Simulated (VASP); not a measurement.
# AgI (P6_3mc) in VASP: a series of runs

The runs below take AgI through single point, with r2SCAN.

Program: VASP 6.6.1. These are calculated values, not measurements. Logs are shortened: lines on timing, memory, paths and dates and some standing lists are left out, and cuts for length are marked.

### Step 1. The cell of the first run

It takes space group P6_3mc (No. 186, hexagonal). Conventional cell: a = 4.603 Å, b = 4.603 Å, c = 7.693 Å, α = 90.00°, β = 90.00°, γ = 120.00°. Ag (site symmetry 3m) has 4 I at 2.84 Å within 3.7 Å. Within 3.7 Å of I (site symmetry 3m) lie 4 Ag at 2.84 Å.

### Step 2. Single point, r2SCAN (film at in-plane strain -0.01)

Input file POSCAR:

```
AgI
1.0
    4.6030745944      0.0000000000      0.0000000000
   -2.3015372972      3.9863795342      0.0000000000
    0.0000000000      0.0000000000      7.6926778383
Ag I
2 2
Direct
    0.6666666667      0.3333333333      0.6307167800
    0.3333333333      0.6666666667      0.1307167800
    0.6666666667      0.3333333333     -0.0007167800
    0.3333333333      0.6666666667      0.4992832200
```

Input file INCAR.step1:

```
  ALGO = Normal
  EDIFF = 1E-5
  ENCUT = 550
  GGA = PE
  GGA_COMPAT = False
  ISMEAR = 0
  LASPH = True
  LCHARG = False
  LREAL = False
  LWAVE = True
  NBANDS = 26
  NELM = 120
  PREC = Accurate
  SIGMA = 0.01
```

Input file INCAR.step2:

```
  ALGO = Normal
  EDIFF = 1E-6
  ENCUT = 550
  GGA_COMPAT = False
  ISIF = 2
  ISMEAR = 0
  ISTART = 1
  LASPH = True
  LCHARG = True
  LELF = True
  LMIXTAU = True
  LREAL = False
  LVHAR = True
  LWAVE = False
  METAGGA = R2SCAN
  NBANDS = 26
  NELM = 120
  PREC = Accurate
  SIGMA = 0.01
```

Input file KPOINTS:

```
k-points
0
Gamma
  6 6 4
```

Potentials or basis: VASP PAW PBE potentials, release 64 (Ag, I).

Started as:

```console
$ cat potpaw_PBE.64/Ag/POTCAR potpaw_PBE.64/I/POTCAR > POTCAR
$ cp INCAR.step1 INCAR
$ mpirun -np 1 vasp_std > vasp.out
$ cp INCAR.step2 INCAR
$ mpirun -np 1 vasp_std > vasp.out
```

OUTCAR:

```text
EDIFF = 1E-6
   ENCUT = 550
   ISIF = 2
   ISMEAR = 0
   ISTART = 1
   LASPH = True
   LREAL = False
   METAGGA = R2SCAN
   NELM = 120
   PREC = Accurate

 ion  position               nearest neighbor table
   1  0.667  0.333  0.631-   3 2.84   4 2.84   4 2.84   4 2.84
   2  0.333  0.667  0.131-   4 2.84   3 2.84   3 2.84   3 2.84
   3  0.667  0.333  0.999-   1 2.84   2 2.84   2 2.84   2 2.84
   4  0.333  0.667  0.499-   2 2.84   1 2.84   1 2.84   1 2.84

  LATTYP: Found a hexagonal cell.
 ALAT       =     4.6030745944
 C/A-ratio  =     1.6712042528

  Lattice vectors:

 A1 = (   4.6030745944,   0.0000000000,   0.0000000000)
 A2 = (  -2.3015372972,   3.9863795342,   0.0000000000)
 A3 = (   0.0000000000,   0.0000000000,   7.6926778383)

Analysis of symmetry for initial positions (statically):
=====================================================================
 Subroutine PRICEL returns:
 Original cell was already a primitive cell.

 Routine SETGRP: Setting up the symmetry group for a
 hexagonal supercell.

 Subroutine GETGRP returns: Found 12 space group operations
 (whereof  6 operations were pure point group operations)
 out of a pool of 24 trial point group operations.

The static configuration has the point symmetry C_3v.
 The point group associated with its full space group is C_6v.

Analysis of symmetry for dynamics (positions and initial velocities):
=====================================================================
 Subroutine PRICEL returns:
 Original cell was already a primitive cell.

 Routine SETGRP: Setting up the symmetry group for a
 hexagonal supercell.

 Subroutine GETGRP returns: Found 12 space group operations
 (whereof  6 operations were pure point group operations)
 out of a pool of 24 trial point group operations.

The dynamic configuration has the point symmetry C_3v.
 The point group associated with its full space group is C_6v.

 Subroutine INISYM returns: Found 12 space group operations
 (whereof  6 operations are pure point group operations),
 and found     1 'primitive' translations

----------------------------------------------------------------------------------------

                                     Primitive cell

  volume of cell :     141.1576

  direct lattice vectors                    reciprocal lattice vectors
     4.603074594  0.000000000  0.000000000     0.217246099  0.125427094  0.000000000
    -2.301537297  3.986379534  0.000000000     0.000000000  0.250854188  0.000000000
     0.000000000  0.000000000  7.692677838     0.000000000  0.000000000  0.129993745

  length of vectors
     4.603074594  4.603074594  7.692677838     0.250854188  0.250854188  0.129993745

  position of ions in fractional coordinates (direct lattice)
     0.666666667  0.333333333  0.630716780
     0.333333333  0.666666667  0.130716780
     0.666666667  0.333333333  0.999283220
     0.333333333  0.666666667  0.499283220

  ion indices of the primitive-cell ions
   primitive index   ion index
                 1           1
                 2           2
                 3           3
                 4           4

----------------------------------------------------------------------------------------

 KPOINTS: k-points

Automatic generation of k-mesh.
 Grid dimensions read from file:
 generate k-points for:    6    6    4

 Generating k-lattice:

  Cartesian coordinates                     Fractional coordinates (reciprocal lattice)
     0.036207683  0.020904516  0.000000000     0.166666667 -0.000000000  0.000000000
     0.000000000  0.041809031  0.000000000     0.000000000  0.166666667  0.000000000
     0.000000000  0.000000000  0.032498436     0.000000000  0.000000000  0.250000000

  Length of vectors
     0.041809031  0.041809031  0.032498436

  Shift w.r.t. Gamma in fractional coordinates (k-lattice)
     0.000000000  0.000000000  0.000000000

 Subroutine IBZKPT returns following result:
 ===========================================

 Found     21 irreducible k-points:

 Following reciprocal coordinates:
            Coordinates               Weight
  0.000000  0.000000  0.000000      1.000000
  0.166667  0.000000  0.000000      6.000000
  0.333333  0.000000  0.000000      6.000000
  0.500000  0.000000  0.000000      3.000000
  0.166667  0.166667  0.000000      6.000000
  0.333333  0.166667  0.000000     12.000000
[... 13 lines left out ...]
  0.333333  0.166667  0.500000     12.000000
  0.333333  0.333333  0.500000      2.000000
   k-points           NKPTS =     21   k-points in BZ     NKDIM =     21   number of bands    NBANDS=     26
   number of dos      NEDOS =    301   number of ions     NIONS =      4
   total plane-waves  NPLWV =  77760
   dimension x,y,z NGX =    36 NGY =   36 NGZ =   60
   dimension x,y,z NGXF=    72 NGYF=   72 NGZF=  120
   ions per type =               2   2
   NGX,Y,Z   is equivalent  to a cutoff of  13.00, 13.00, 12.97 a.u.
   NGXF,Y,Z  is equivalent  to a cutoff of  26.00, 26.00, 25.93 a.u.
 SYSTEM =  unknown system
   PREC   = accura    normal or accurate (medium, high low for compatibility)
   ISTART =      1    job   : 0-new  1-cont  2-samecut
   ICHARG =      0    charge: 1-file 2-atom 10-const
   ISPIN  =      1    spin polarized calculation?
   LNONCOLLINEAR =      F non collinear calculations
   LSORBIT =      F    spin-orbit coupling
   LASPH  =      T    aspherical Exc in radial PAW
   ENCUT  =  550.0 eV  40.42 Ry    6.36 a.u.   8.80  8.80 14.71*2*pi/ulx,y,z
   NELM   =    120;   NELMIN=  2; NELMDL=  0     # of ELM steps
   EDIFF  = 0.1E-05   stopping-criterion for ELM
   LREAL  =      F    real-space projection
   EDIFFG = 0.1E-04   stopping-criterion for IOM
   NSW    =      0    number of steps for IOM
   IBRION =     -1    ionic relax: 0-MD 1-quasi-New 2-CG
   NFREE  =      0    steps in history (QN), initial steepest desc. (CG)
   ISIF   =      2    stress and relaxation
   ISYM   =      2    0-nonsym 1-usesym 2-fastsym
   POTIM  = 0.5000    time-step for ionic-motion
   TEBEG  =    0.0;   TEEND  =   0.0 temperature during run
   PSTRESS=    0.0 pullay stress
   NELECT =      36.0000    total number of electrons
   NUPDOWN=      -1.0000    fix difference up-down
   EMIN   =  10.00;   EMAX   =-10.00  energy-range for DOS
   EFERMI =   0.00;   METHOD = LEGACY
   ISMEAR =     0;   SIGMA  =   0.01  broadening in eV -4-tet -1-fermi 0-gaus
   EFERMI_NEDOS =   21; number of points for ismear=-14 and -15
   IALGO  =     38    algorithm
   IMIX   =      4    mixing-type and parameters
     AMIX     =   0.40;   BMIX     =  1.00
     AMIX_MAG =   1.60;   BMIX_MAG =  1.00
  volume/ion in A,a.u.               =      35.29       238.14
  Fermi-wavevector in a.u.,A,eV,Ry     =   1.038184  1.961883 14.664709  1.077826
  Thomas-Fermi vector in A             =   2.172656
   LORBIT       =      0    0 simple, 1 ext, 2 COOP (PROOUT), +10 PAW based schemes
   METAGGA = R2SCAN    functional components
   LHFCALC =     F    Hartree Fock is set to
   AEXX    =    0.0000 exact exchange contribution
   IVDW    =     0    specifies the selected vdW correction
   LEPSILON=     F    determine dielectric tensor
   LRPA    =     F    only Hartree local field effects (RPA)
 non-spin polarized calculation
 Gauss-broadening in eV      SIGMA  =   0.01
  energy-cutoff  :      550.00
  volume of cell :      141.16
 maximum number of plane-waves:      4182
 NGX is ok and might be reduce to    36
   NGX = 17   NGY = 17   NGZ = 29

 number of electron      36.0000008 magnetization

 Free energy of the ion-electron system (eV)
  ---------------------------------------------------
  ext. energy  EPLUGINS =         0.00000000
  ---------------------------------------------------
  free energy    TOTEN  =       -93.04984955 eV

  energy without entropy =      -93.04984955  energy(sigma->0) =      -93.04984955

 E-fermi :   2.5899     XC(G=0):  -8.7945

 val. band max:        2.5462418959   @ k =   0.0000   0.0000   0.0000
 cond. band min:       4.3579495415   @ k =   0.0000   0.0000   0.0000
 fundamental gap:      1.8117076456
 Fermi energy:         2.5898574221

 k-point     1 :       0.0000    0.0000    0.0000
  band No.  band energies     occupation
      1     -10.4974      2.00000
      2     -10.2296      2.00000
      3      -1.6356      2.00000
      4      -1.5649      2.00000
      5      -1.5649      2.00000
      6      -1.5350      2.00000
[... 18 lines left out ...]
     25       9.7817      0.00000
     26      10.0525      0.00000

 k-point     2 :       0.1667    0.0000    0.0000
  band No.  band energies     occupation
      1     -10.4357      2.00000
      2     -10.1975      2.00000
      3      -1.6184      2.00000
      4      -1.5899      2.00000
      5      -1.5270      2.00000
      6      -1.4431      2.00000
[... 18 lines left out ...]
     25       9.7518      0.00000
     26      10.3068      0.00000

 k-point     3 :       0.3333    0.0000    0.0000
  band No.  band energies     occupation
      1     -10.2987      2.00000
      2     -10.1409      2.00000
      3      -1.6866      2.00000
      4      -1.5492      2.00000
      5      -1.4589      2.00000
      6      -1.3399      2.00000
[... 18 lines left out ...]
     25      10.2153      0.00000
     26      10.9340      0.00000

 k-point     4 :       0.5000    0.0000    0.0000
  band No.  band energies     occupation
      1     -10.2142      2.00000
      2     -10.1254      2.00000
      3      -1.6727      2.00000
      4      -1.5586      2.00000
      5      -1.4301      2.00000
      6      -1.3087      2.00000
[... 18 lines left out ...]
     25      10.3979      0.00000
     26      12.2565      0.00000
[... 409 lines left out ...]
      1     -10.2450      2.00000
      2     -10.2450      2.00000
      3      -1.7031      2.00000
      4      -1.7031      2.00000
      5      -1.4233      2.00000
      6      -1.4233      2.00000
[... 18 lines left out ...]
     25      10.0910      0.00000
     26      10.0910      0.00000

 k-point    20 :       0.3333    0.1667    0.5000
  band No.  band energies     occupation
      1     -10.1691      2.00000
      2     -10.1691      2.00000
      3      -1.6830      2.00000
      4      -1.6830      2.00000
      5      -1.3703      2.00000
      6      -1.3703      2.00000
[... 18 lines left out ...]
     25      10.5441      0.00000
     26      10.5441      0.00000

 k-point    21 :       0.3333    0.3333    0.5000
  band No.  band energies     occupation
      1     -10.1436      2.00000
      2     -10.1436      2.00000
      3      -1.5647      2.00000
      4      -1.5647      2.00000
      5      -1.4448      2.00000
      6      -1.4448      2.00000
[... 18 lines left out ...]
     25      11.1254      0.00000
     26      11.1254      0.00000

------------------------ aborting loop because EDIFF is reached ----------------------------------------

  FORCE on cell =-STRESS in cart. coord.  units (eV):
  Direction    XX          YY          ZZ          XY          YZ          ZX
  --------------------------------------------------------------------------------------
  -------------------------------------------------------------------------------------
  Total        0.1906044      0.1906044     -0.1078783      0.0000000      0.0000000      0.0000000
  in kB        2.1634119      2.1634119     -1.2244479      0.0000000      0.0000000      0.0000000
  external PRESSURE =       1.0341253 kB  Pullay stress =       0.0000000 kB

 VOLUME and BASIS-vectors are now :
 -----------------------------------------------------------------------------
  energy-cutoff  :      550.00
  volume of cell :      141.16
      direct lattice vectors                 reciprocal lattice vectors
     4.603074594  0.000000000  0.000000000     0.217246099  0.125427094  0.000000000
    -2.301537297  3.986379534  0.000000000     0.000000000  0.250854188  0.000000000
     0.000000000  0.000000000  7.692677838     0.000000000  0.000000000  0.129993745

 POSITION                                       TOTAL-FORCE (eV/Angst)
 -----------------------------------------------------------------------------------
      2.30154      1.32879      4.85190        -0.000000     -0.000000     -0.001515
     -0.00000      2.65759      1.00556         0.000000      0.000000     -0.001515
      2.30154      1.32879      7.68716        -0.000000     -0.000000      0.001515
     -0.00000      2.65759      3.84082         0.000000     -0.000000      0.001515
 -----------------------------------------------------------------------------------
    total drift:                               -0.000000      0.000000     -0.004177

  FREE ENERGIE OF THE ION-ELECTRON SYSTEM (eV)
  ---------------------------------------------------
  free  energy   TOTEN  =       -93.0498495457 eV

  energy  without entropy=      -93.0498495457  energy(sigma->0) =      -93.04984955
```

Run time: 8.6 min. Hardware: 1 thread of Intel Xeon 8259CL, shared host; peak memory 0.33 GiB.

What came out:

```yaml
Free_energy: -93.0498 eV
Pressure: 0.1 GPa
Band_gap_on_the_k_mesh: 1.81 eV
```

Stress tensor (GPa, compression positive):
```
 0.22  0.00  0.00
 0.00  0.22  0.00
 0.00  0.00 -0.12
```

Levels at points of the mesh, in eV from the valence-band top:
| k point | band 14 | band 15 | band 16 | band 17 | band 18 | band 19 | band 20 | band 21 | band 22 | band 23 |
| --- | --- | --- | --- | --- | --- | --- | --- | --- | --- | --- |
| (0.00, 0.00, 0.00) | -0.69 | -0.69 | -0.07 | 0.00 | 0.00 | 1.81 | 3.23 | 6.27 | 6.36 | 6.36 |
| (0.50, 0.00, 0.00) | -2.47 | -2.13 | -1.70 | -1.03 | -0.65 | 3.73 | 4.05 | 5.06 | 6.16 | 6.66 |
| (0.00, 0.00, 0.50) | -1.65 | -0.35 | -0.35 | -0.35 | -0.35 | 3.14 | 3.14 | 5.99 | 5.99 | 6.65 |
| (0.50, 0.00, 0.50) | -2.70 | -1.25 | -1.25 | -1.17 | -1.17 | 3.61 | 3.61 | 5.29 | 5.29 | 7.67 |

Caveat: the cell differs from its parent crystal (film at in-plane strain -0.01); the PAW data sets were made with another functional, which shifts forces and pressure a little; spin-orbit coupling is left out, which moves the levels of the heavy elements.

### Step 3. Single point, r2SCAN (in-plane strain -0.005)

Input file POSCAR:

```
AgI
1.0
    4.6263224459      0.0000000000      0.0000000000
   -2.3131612229      4.0065127642      0.0000000000
    0.0000000000      0.0000000000      7.6211611780
Ag I
2 2
Direct
    0.6666666667      0.3333333333      0.6275119056
    0.3333333333      0.6666666667      0.1275119056
    0.6666666667      0.3333333333      0.0024880944
    0.3333333333      0.6666666667      0.5024880944
```

Input file INCAR.step1:

```
PREC = Accurate ; ENCUT = 550
ISMEAR = 0 ; SIGMA = 0.01
LREAL = F ; LASPH = T
NELM = 120 ; NBANDS = 26
GGA = PE ; ALGO = Normal
EDIFF = 1E-5 ; LWAVE = T
LCHARG = F ; GGA_COMPAT = F
```

Input file INCAR.step2:

```
PREC = Accurate ; ENCUT = 550
EDIFF = 1E-6 ; ISMEAR = 0
SIGMA = 0.01 ; LREAL = F
LASPH = T ; NELM = 120
ALGO = Normal ; ISIF = 2
LWAVE = F ; LCHARG = T
METAGGA = R2SCAN ; LMIXTAU = T
LELF = T ; LVHAR = T
NBANDS = 26 ; ISTART = 1
GGA_COMPAT = F
```

Input file KPOINTS:

```
Automatic mesh
0
Gamma
  6 6 4
```

Potentials or basis: VASP PAW PBE potentials, release 64 (Ag, I).

Started as:

```console
$ cat potpaw_PBE.64/Ag/POTCAR potpaw_PBE.64/I/POTCAR > POTCAR
$ cp INCAR.step1 INCAR
$ mpirun -np 1 vasp_std > vasp.out
$ cp INCAR.step2 INCAR
$ mpirun -np 1 vasp_std > vasp.out
```

Run time: 7.7 min. Hardware: 1 thread of Intel Xeon 8259CL, shared host; peak memory 0.33 GiB.

The run converged. Its results:

```
Free energy            : -93.0512 eV
Pressure               : 0.1 GPa
Largest force          : 0.035 eV/Å
Band gap on the k mesh : 1.82 eV
```

Forces on the atoms (eV/Å):
```
Ag   0.000  0.000  0.035
Ag   0.000  0.000  0.035
I    0.000  0.000 -0.035
I    0.000  0.000 -0.035
```

Stress tensor (GPa, compression positive):
```
 0.23  0.00  0.00
 0.00  0.23  0.00
 0.00  0.00 -0.14
```

Levels at points of the mesh, in eV from the valence-band top:
| k point | band 14 | band 15 | band 16 | band 17 | band 18 | band 19 | band 20 | band 21 | band 22 | band 23 |
| --- | --- | --- | --- | --- | --- | --- | --- | --- | --- | --- |
| (0.00, 0.00, 0.00) | -0.67 | -0.67 | -0.09 | 0.00 | 0.00 | 1.82 | 3.11 | 6.29 | 6.29 | 6.37 |
| (0.50, 0.00, 0.00) | -2.53 | -2.13 | -1.71 | -1.01 | -0.70 | 3.75 | 3.99 | 5.10 | 6.22 | 6.71 |
| (0.00, 0.00, 0.50) | -1.62 | -0.34 | -0.34 | -0.34 | -0.34 | 3.10 | 3.10 | 5.99 | 5.99 | 6.58 |
| (0.50, 0.00, 0.50) | -2.71 | -1.21 | -1.21 | -1.20 | -1.20 | 3.65 | 3.65 | 5.26 | 5.26 | 7.68 |

Caveat: the cell differs from its parent crystal (in-plane strain -0.005); the PAW data sets were made with another functional, which shifts forces and pressure a little; spin-orbit coupling is left out, which moves the levels of the heavy elements.

### Step 4. Single point, r2SCAN (in-plane strain -0.005, then relaxed in part)

Input file POSCAR:

```
AgI
1.0
    4.6263224459      0.0000000000      0.0000000000
   -2.3131612229      4.0065127642      0.0000000000
    0.0000000000      0.0000000000      7.6459001672
Ag I
2 2
Direct
    0.6666666667      0.3333333333      0.6291173477
    0.3333333333      0.6666666667      0.1291173477
    0.6666666667      0.3333333333      0.0008826523
    0.3333333333      0.6666666667      0.5008826523
```

INCAR.step1 is that of step 3.

INCAR.step2 is that of step 3.

Input file KPOINTS:

```
regular mesh
0
Gamma
  6 6 4
```

Started as:

```console
$ cat potpaw_PBE.64/Ag/POTCAR potpaw_PBE.64/I/POTCAR > POTCAR
$ cp INCAR.step1 INCAR
$ mpirun -np 1 vasp_std > vasp.out
$ cp INCAR.step2 INCAR
$ mpirun -np 1 vasp_std > vasp.out
```

Run time: 7.7 min. Hardware: 1 thread of Intel Xeon 8259CL, shared host; peak memory 0.33 GiB.

Results (log left out):

| Quantity | Value |
| --- | --- |
| Free energy | -93.0518 eV |
| Pressure | 0.0 GPa |
| Band gap on the k mesh | 1.82 eV |

Stress tensor (GPa, compression positive):
```
 0.06  0.00  0.00
 0.00  0.06  0.00
 0.00  0.00 -0.12
```

Levels at points of the mesh, in eV from the valence-band top:
```
           k point  band 15  band 16  band 17  band 18  band 19  band 20  band 21  band 22
(0.00, 0.00, 0.00)    -0.68    -0.07     0.00     0.00     1.82     3.16     6.32     6.32
(0.50, 0.00, 0.00)    -2.11    -1.70    -1.00    -0.66     3.75     4.02     5.10     6.21
(0.00, 0.00, 0.50)    -0.35    -0.35    -0.35    -0.35     3.12     3.12     6.01     6.01
(0.50, 0.00, 0.50)    -1.21    -1.21    -1.18    -1.18     3.65     3.65     5.29     5.29
```

Caveat: the cell differs from its parent crystal (in-plane strain -0.005, then relaxed in part); the PAW data sets were made with another functional, which shifts forces and pressure a little; spin-orbit coupling is left out, which moves the levels of the heavy elements.

(Continued in part 2 of 2.)
